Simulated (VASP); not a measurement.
**Cr: single point with PBE**

Cr:

```
Cr
1.0
     0.00000    2.96890    2.96890
     2.96890    0.00000    0.00000
     0.00000    2.96890   -2.96890
Cr
4
Direct
  0.00000 0.00000 0.00000
  0.50000 0.00000 0.50000
  0.50000 0.50000 0.00000
  0.00000 0.50000 0.50000
```

- Program: VASP 6.6.1
- Task: single point
- Functional: PBE
- Potentials or basis: VASP PAW PBE potentials, release 64 (Cr_pv)
- Cutoff: 520 eV
- k mesh: 7 × 10 × 7
- Occupations: fermi-dirac, width 0.05 eV
- Spin: collinear spin, antiferromagnetic start
- Starting moments: [3.0, 3.0, -3.0, -3.0] μB

```
Pressure                                              : -13.2 GPa
Band gap on the k mesh                                : zero (filled and empty bands overlap)
Net moment                                            : 0.00 μB per cell
Site moments                                          : Cr +1.82, -1.82 μB
Valence electrons inside the program's atomic spheres : Cr 10.82
```

Levels at points of the mesh, in eV from the Fermi level:
Spin up:
```tsv
k point	band 21	band 22	band 23	band 24	band 25	band 26	band 27	band 28
(0.00, 0.00, 0.00)	-0.86	-0.86	0.66	0.84	0.84	0.92	1.24	1.24
(0.00, 0.50, 0.00)	-1.39	-1.00	-1.00	-0.67	-0.14	0.63	0.63	0.71
```
Spin down:
```csv
k point,band 20,band 21,band 22,band 23,band 24,band 25,band 26,band 27,band 28,band 29
"(0.00, 0.00, 0.00)",-0.86,-0.86,-0.86,0.66,0.84,0.84,0.92,1.24,1.24,1.42
"(0.00, 0.50, 0.00)",-1.39,-1.39,-1.00,-1.00,-0.67,-0.14,0.63,0.63,0.71,0.71
```

Wall time 76 s on 1 thread of Intel(R) Xeon(R) 6975P-C (Granite Rapids), on a shared host, peak memory 0.27 GiB.
